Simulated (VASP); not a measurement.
# Ti (P6/mmm) in VASP: further runs

The runs below take Ti through single point, with PBEsol.

All numbers are computed with VASP 6.6.1; they aren't measurements. Logs are shortened: lines on timing, memory, paths and dates and some standing lists are left out, and cuts for length are marked.

## 1. The cell of the first run

The structure is hexagonal, space group P6/mmm (No. 191). Conventional cell: a = 4.623 Å, b = 4.623 Å, c = 2.865 Å, α = 90.00°, β = 90.00°, γ = 120.00°. Ti (site symmetry 6/mmm) has 14 Ti at 2.87 to 3.03 Å within 3.8 Å. Within 3.5 Å of Ti (site symmetry -6m2) lie 11 Ti at 2.67 to 3.03 Å.

This isn't the form of Ti at room conditions, which is hcp.

## 2. Single point, PBEsol

INCAR reads:

```
PREC     = Accurate       # precision mode
ENCUT    = 520            # plane-wave cutoff, eV
EDIFF    = 1E-6           # SCF threshold, eV
ISMEAR   = 0              # smearing method
SIGMA    = 0.15           # smearing width, eV
LREAL    = False          # projectors in reciprocal space
LASPH    = True           # aspherical terms in the spheres
NELM     = 100            # most SCF steps
ALGO     = Fast           # electronic algorithm
ISIF     = 2              # what is computed and relaxed
LWAVE    = False          # write WAVECAR
LCHARG   = False          # write CHGCAR
GGA      = PS             # functional
NBANDS   = 25             # bands
```

KPOINTS reads:

```
regular mesh
0
Gamma
  12 12 14
```

POSCAR reads:

```
Ti
1.0
    4.6233000000      0.0000000000      0.0000000000
   -2.3116500000      4.0038952493      0.0000000000
    0.0000000000      0.0000000000      2.8655000000
Ti
3
Direct
    0.0000000000      0.0000000000      0.0000000000
    0.3333333333      0.6666666667      0.5000000000
    0.6666666667      0.3333333333      0.5000000000
```

Potentials or basis: VASP PAW PBE potentials, release 64 (Ti_sv).

Launch:

```bash
> cat potpaw_PBE.64/Ti_sv/POTCAR > POTCAR
> mpirun -np 1 vasp_std > vasp.out
```

OUTCAR:

```text
PREC = Accurate
   ENCUT = 520
   EDIFF = 1E-6
   ISMEAR = 0
   LREAL = False
   LASPH = True
   NELM = 100
   ISIF = 2
   GGA = PS

 ion  position               nearest neighbor table
   1  0.000  0.000  0.000-
   2  0.333  0.667  0.500-   3 2.67   3 2.67   3 2.67
   3  0.667  0.333  0.500-   2 2.67   2 2.67   2 2.67

  LATTYP: Found a hexagonal cell.
 ALAT       =     4.6233000000
 C/A-ratio  =     0.6197953842

  Lattice vectors:

 A1 = (   4.6233000000,   0.0000000000,   0.0000000000)
 A2 = (  -2.3116500000,   4.0038952493,   0.0000000000)
 A3 = (   0.0000000000,   0.0000000000,   2.8655000000)

Analysis of symmetry for initial positions (statically):
=====================================================================
 Subroutine PRICEL returns:
 Original cell was already a primitive cell.

 Routine SETGRP: Setting up the symmetry group for a
 hexagonal supercell.

 Subroutine GETGRP returns: Found 24 space group operations
 (whereof 24 operations were pure point group operations)
 out of a pool of 24 trial point group operations.

The static configuration has the point symmetry D_6h.

Analysis of symmetry for dynamics (positions and initial velocities):
=====================================================================
 Subroutine PRICEL returns:
 Original cell was already a primitive cell.

 Routine SETGRP: Setting up the symmetry group for a
 hexagonal supercell.

 Subroutine GETGRP returns: Found 24 space group operations
 (whereof 24 operations were pure point group operations)
 out of a pool of 24 trial point group operations.

The dynamic configuration has the point symmetry D_6h.

 Subroutine INISYM returns: Found 24 space group operations
 (whereof 24 operations are pure point group operations),
 and found     1 'primitive' translations

----------------------------------------------------------------------------------------

                                     Primitive cell

  volume of cell :      53.0439

  direct lattice vectors                    reciprocal lattice vectors
     4.623300000  0.000000000  0.000000000     0.216295720  0.124878392  0.000000000
    -2.311650000  4.003895249  0.000000000     0.000000000  0.249756784  0.000000000
     0.000000000  0.000000000  2.865500000     0.000000000  0.000000000  0.348979236

  length of vectors
     4.623300000  4.623300000  2.865500000     0.249756784  0.249756784  0.348979236

  position of ions in fractional coordinates (direct lattice)
     0.000000000  0.000000000  0.000000000
     0.333333333  0.666666667  0.500000000
     0.666666667  0.333333333  0.500000000

  ion indices of the primitive-cell ions
   primitive index   ion index
                 1           1
                 2           2
                 3           3

----------------------------------------------------------------------------------------

 KPOINTS: regular mesh

Automatic generation of k-mesh.
 Grid dimensions read from file:
 generate k-points for:   12   12   14

 Generating k-lattice:

  Cartesian coordinates                     Fractional coordinates (reciprocal lattice)
     0.018024643  0.010406533  0.000000000     0.083333333 -0.000000000  0.000000000
     0.000000000  0.020813065  0.000000000     0.000000000  0.083333333  0.000000000
     0.000000000  0.000000000  0.024927088     0.000000000  0.000000000  0.071428571

  Length of vectors
     0.020813065  0.020813065  0.024927088

  Shift w.r.t. Gamma in fractional coordinates (k-lattice)
     0.000000000  0.000000000  0.000000000

 Subroutine IBZKPT returns following result:
 ===========================================

 Found    152 irreducible k-points:

 Following reciprocal coordinates:
            Coordinates               Weight
  0.000000  0.000000  0.000000      1.000000
  0.083333  0.000000  0.000000      6.000000
  0.166667 -0.000000  0.000000      6.000000
  0.250000  0.000000  0.000000      6.000000
  0.333333  0.000000  0.000000      6.000000
  0.416667  0.000000  0.000000      6.000000
[... 16 lines left out ...]
  0.250000  0.000000  0.071429     12.000000
  0.333333  0.000000  0.071429     12.000000
 [... further k-points ...]
   k-points           NKPTS =    152   k-points in BZ     NKDIM =    152   number of bands    NBANDS=     25
   number of dos      NEDOS =    301   number of ions     NIONS =      3
   total plane-waves  NPLWV =  31104
   dimension x,y,z NGX =    36 NGY =   36 NGZ =   24
   dimension x,y,z NGXF=    72 NGYF=   72 NGZF=   48
   ions per type =               3
   NGX,Y,Z   is equivalent  to a cutoff of  12.94, 12.94, 13.92 a.u.
   NGXF,Y,Z  is equivalent  to a cutoff of  25.89, 25.89, 27.85 a.u.
 SYSTEM =  unknown system
   PREC   = accura    normal or accurate (medium, high low for compatibility)
   ISTART =      0    job   : 0-new  1-cont  2-samecut
   ICHARG =      2    charge: 1-file 2-atom 10-const
   ISPIN  =      1    spin polarized calculation?
   LNONCOLLINEAR =      F non collinear calculations
   LSORBIT =      F    spin-orbit coupling
   LASPH  =      T    aspherical Exc in radial PAW
   ENCUT  =  520.0 eV  38.22 Ry    6.18 a.u.   8.60  8.60  5.33*2*pi/ulx,y,z
   NELM   =    100;   NELMIN=  2; NELMDL= -5     # of ELM steps
   EDIFF  = 0.1E-05   stopping-criterion for ELM
   LREAL  =      F    real-space projection
   EDIFFG = 0.1E-04   stopping-criterion for IOM
   NSW    =      0    number of steps for IOM
   IBRION =     -1    ionic relax: 0-MD 1-quasi-New 2-CG
   NFREE  =      0    steps in history (QN), initial steepest desc. (CG)
   ISIF   =      2    stress and relaxation
   ISYM   =      2    0-nonsym 1-usesym 2-fastsym
   POTIM  = 0.5000    time-step for ionic-motion
   TEBEG  =    0.0;   TEEND  =   0.0 temperature during run
   PSTRESS=    0.0 pullay stress
   NELECT =      36.0000    total number of electrons
   NUPDOWN=      -1.0000    fix difference up-down
   EMIN   =  10.00;   EMAX   =-10.00  energy-range for DOS
   EFERMI =   0.00;   METHOD = LEGACY
   ISMEAR =     0;   SIGMA  =   0.15  broadening in eV -4-tet -1-fermi 0-gaus
   EFERMI_NEDOS =   21; number of points for ismear=-14 and -15
   IALGO  =     68    algorithm
   IMIX   =      4    mixing-type and parameters
     AMIX     =   0.40;   BMIX     =  1.00
     AMIX_MAG =   1.60;   BMIX_MAG =  1.00
  volume/ion in A,a.u.               =      17.68       119.32
  Fermi-wavevector in a.u.,A,eV,Ry     =   1.438679  2.718709 28.161305  2.069798
  Thomas-Fermi vector in A             =   2.557619
   LORBIT       =      0    0 simple, 1 ext, 2 COOP (PROOUT), +10 PAW based schemes
   GGA     = PS    functional components
   LHFCALC =     F    Hartree Fock is set to
   AEXX    =    0.0000 exact exchange contribution
   IVDW    =     0    specifies the selected vdW correction
   LEPSILON=     F    determine dielectric tensor
   LRPA    =     F    only Hartree local field effects (RPA)
 non-spin polarized calculation
 RMM-DIIS sequential band-by-band and
 Gauss-broadening in eV      SIGMA  =   0.15
  energy-cutoff  :      520.00
  volume of cell :       53.04
 maximum number of plane-waves:      1450
 NGX is ok and might be reduce to    36
   NGX = 17   NGY = 17   NGZ = 11

 number of electron      35.9999991 magnetization

 Free energy of the ion-electron system (eV)
  ---------------------------------------------------
  ext. energy  EPLUGINS =         0.00000000
  ---------------------------------------------------
  free energy    TOTEN  =       -24.98109095 eV

  energy without entropy =      -24.94842855  energy(sigma->0) =      -24.96475975

 E-fermi :   7.9008     XC(G=0): -11.5492

 val. band max:        7.8983093676   @ k =   0.3333   0.3333   0.2857
 cond. band min:       7.9115390662   @ k =   0.2500   0.0833   0.0714
 fundamental gap:      0.0132296986
 Fermi energy:         7.9008214043

 k-point     1 :       0.0000    0.0000    0.0000
  band No.  band energies     occupation
      1     -48.8063      2.00000
      2     -48.5425      2.00000
      3     -48.3917      2.00000
      4     -25.2113      2.00000
      5     -25.2113      2.00000
      6     -25.0824      2.00000
[... 17 lines left out ...]
     24       9.7457      0.00000
     25       9.7465      0.00000

 k-point     2 :       0.0833    0.0000    0.0000
  band No.  band energies     occupation
      1     -48.8056      2.00000
      2     -48.5408      2.00000
      3     -48.3941      2.00000
      4     -25.2277      2.00000
      5     -25.2240      2.00000
      6     -25.0660      2.00000
[... 17 lines left out ...]
     24       9.4979      0.00000
     25       9.9518      0.00000

 k-point     3 :       0.1667   -0.0000    0.0000
  band No.  band energies     occupation
      1     -48.8036      2.00000
      2     -48.5358      2.00000
      3     -48.4013      2.00000
      4     -25.2610      2.00000
      5     -25.2405      2.00000
      6     -25.0325      2.00000
[... 17 lines left out ...]
     24       9.3836      0.00000
     25      10.2317      0.00000

 k-point     4 :       0.2500    0.0000    0.0000
  band No.  band energies     occupation
      1     -48.8011      2.00000
      2     -48.5275      2.00000
      3     -48.4125      2.00000
      4     -25.2948      2.00000
      5     -25.2421      2.00000
      6     -24.9984      2.00000
[... 17 lines left out ...]
     24       9.6271      0.00000
     25      10.4233      0.00000
[... 477 lines left out ...]
 k-point    22 :       0.1667   -0.0000    0.0714
  band No.  band energies     occupation
      1     -48.8009      2.00000
      2     -48.5337      2.00000
      3     -48.3990      2.00000
      4     -25.2555      2.00000
      5     -25.2360      2.00000
      6     -25.0316      2.00000
[... 17 lines left out ...]
     24       9.4241      0.00000
     25      10.2778      0.00000

 k-point    23 :       0.2500    0.0000    0.0714
  band No.  band energies     occupation
      1     -48.7985      2.00000
      2     -48.5253      2.00000
      3     -48.4102      2.00000
      4     -25.2885      2.00000
      5     -25.2382      2.00000
      6     -24.9988      2.00000
[... 17 lines left out ...]
     24       9.6100      0.00000
     25      10.5179      0.00000

 k-point    24 :       0.3333    0.0000    0.0714
  band No.  band energies     occupation
      1     -48.7961      2.00000
      2     -48.5144      2.00000
      3     -48.4238      2.00000
      4     -25.3153      2.00000
      5     -25.2235      2.00000
      6     -24.9723      2.00000
[... 17 lines left out ...]
     24       9.9048      0.00000
     25      10.7426      0.00000

 [... further k-points ...]

------------------------ aborting loop because EDIFF is reached ----------------------------------------

  FORCE on cell =-STRESS in cart. coord.  units (eV):
  Direction    XX          YY          ZZ          XY          YZ          ZX
  --------------------------------------------------------------------------------------
  -------------------------------------------------------------------------------------
  Total       -2.5043329     -2.5043329     -2.6017639      0.0000000      0.0000000     -0.0000000
  in kB      -75.6427749    -75.6427749    -78.5856542      0.0000000      0.0000000     -0.0000000
  external PRESSURE =     -76.6237347 kB  Pullay stress =       0.0000000 kB

 VOLUME and BASIS-vectors are now :
 -----------------------------------------------------------------------------
  energy-cutoff  :      520.00
  volume of cell :       53.04
      direct lattice vectors                 reciprocal lattice vectors
     4.623300000  0.000000000  0.000000000     0.216295720  0.124878392  0.000000000
    -2.311650000  4.003895249  0.000000000     0.000000000  0.249756784  0.000000000
     0.000000000  0.000000000  2.865500000     0.000000000  0.000000000  0.348979236

 POSITION                                       TOTAL-FORCE (eV/Angst)
 -----------------------------------------------------------------------------------
      0.00000      0.00000      0.00000         0.000000      0.000000      0.000000
     -0.00000      2.66926      1.43275         0.000000     -0.000000     -0.000000
      2.31165      1.33463      1.43275        -0.000000      0.000000      0.000000
 -----------------------------------------------------------------------------------
    total drift:                                0.000000      0.000000     -0.000000

  FREE ENERGIE OF THE ION-ELECTRON SYSTEM (eV)
  ---------------------------------------------------
  free  energy   TOTEN  =       -24.9810909543 eV

  energy  without entropy=      -24.9484285500  energy(sigma->0) =      -24.96475975
```

Wall time 13 min (1 thread of Intel Xeon Platinum 8259CL at 2.50GHz (Skylake/Cascade Lake), shared host); peak memory 0.28 GiB.

Results:

```
Free energy            : -24.9811 eV
Pressure               : -7.7 GPa
Band gap on the k mesh : zero (bands 18 and 19 overlap by 0.24 eV)
```

Caveat: the cell stands under tension; the PAW data sets were made with another functional, which shifts forces and pressure a little.

(Continued in part 2 of 3.)
